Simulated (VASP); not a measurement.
Ca:

```
Ca
1.0
     0.00000    2.79420    2.79420
     2.79420    0.00000    2.79420
     2.79420    2.79420    0.00000
Ca
1
Direct
  0.00000 0.00000 0.00000
```

* Program: VASP 6.6.1
* Task: relaxation of volume and atoms at fixed shape
* Functional: LDA
* Potentials or basis: VASP PAW LDA potentials, release 64 (Ca_sv)
* Cutoff: 600 eV
* k mesh: 8 × 8 × 8
* Occupations: methfessel-paxton, width 0.1 eV
* Spin: no spin polarisation

At the start: pressure -2.2 GPa; volume 43.63 Å³/atom.

**Question.** Where does the relaxation end?

**Answer.** Over 3 steps the energy falls by 42.3 meV/atom and the volume is 37.98 Å³/atom (-13.0 %); space group Fm-3m (No. 225, to 0.05 Å).

The path:
```
step  energy change (eV)  largest force (eV/Å)  pressure (GPa)  volume (Å³)
   1              0.0000                0.0000           -2.16        43.63
   2             -0.0357                0.0000           -0.95        40.02
   3             -0.0423                0.0000           -0.05        37.98
```

Final structure:
```cif
data_structure
_symmetry_space_group_name_H-M 'P 1'
_symmetry_Int_Tables_number 1
_cell_length_a 3.7731
_cell_length_b 3.7731
_cell_length_c 3.7731
_cell_angle_alpha 60.000
_cell_angle_beta 60.000
_cell_angle_gamma 60.000
_cell_volume 37.98
loop_
_atom_site_label
_atom_site_type_symbol
_atom_site_fract_x
_atom_site_fract_y
_atom_site_fract_z
_atom_site_occupancy
Ca1 Ca 0.00000 0.00000 0.00000 1
```

Caveat: the volume moved by -13 % from the deposited cell, more than functionals usually miss.
